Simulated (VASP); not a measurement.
Input of a VASP 6.6.1 run:

INCAR

```
SYSTEM = CdSe
PREC = Accurate ; ENCUT = 600
EDIFF = 1E-8 ; ISMEAR = 0
SIGMA = 0.01 ; LREAL = .FALSE.
LASPH = .TRUE. ; NELM = 100
ALGO = Normal ; ISIF = 3
LWAVE = .FALSE. ; LCHARG = .TRUE.
GGA = CA ; IBRION = 6
NFREE = 2 ; POTIM = 0.015
NSW = 1
```

Contents of KPOINTS:

```
Automatic mesh
0
G
  6 6 6
  0 0 0
```

File POSCAR:

```
CdSe
1.0
    0.0000000000      2.8363331821      2.8363331821
    2.8363331821      0.0000000000      2.8363331821
    2.8363331821      2.8363331821      0.0000000000
Cd Se
1 1
Direct
    0.0000000000      0.0000000000      0.0000000000
    0.7500000000      0.7500000000      0.7500000000
```

Potentials or basis: VASP PAW LDA potentials, release 64 (Cd, Se).

Run with:

```bash
$ cat potpaw_LDA.64/Cd/POTCAR potpaw_LDA.64/Se/POTCAR > POTCAR
$ mpirun -np 1 vasp_std > vasp.out
```

**Question.** Predict the elastic constants C11, C12, C44.

**Answer.** 110, 110, 7 GPa.

**Question.** Predict the Voigt bulk modulus.

**Answer.** 110 GPa.

**Question.** Estimate the highest phonon frequency at Γ, LO-TO splitting left out.

**Answer.** 238 cm⁻¹.

Phonon frequencies in cm⁻¹ (negative: imaginary):
```
              q point        frequencies
(0.000, 0.000, 0.000)  0 0 0 238 238 238
```

Caveat: the cell is under stress, which shifts elastic constants; the elastic tensor has a negative eigenvalue, so either the cell is unstable as it stands or the mesh is too thin.
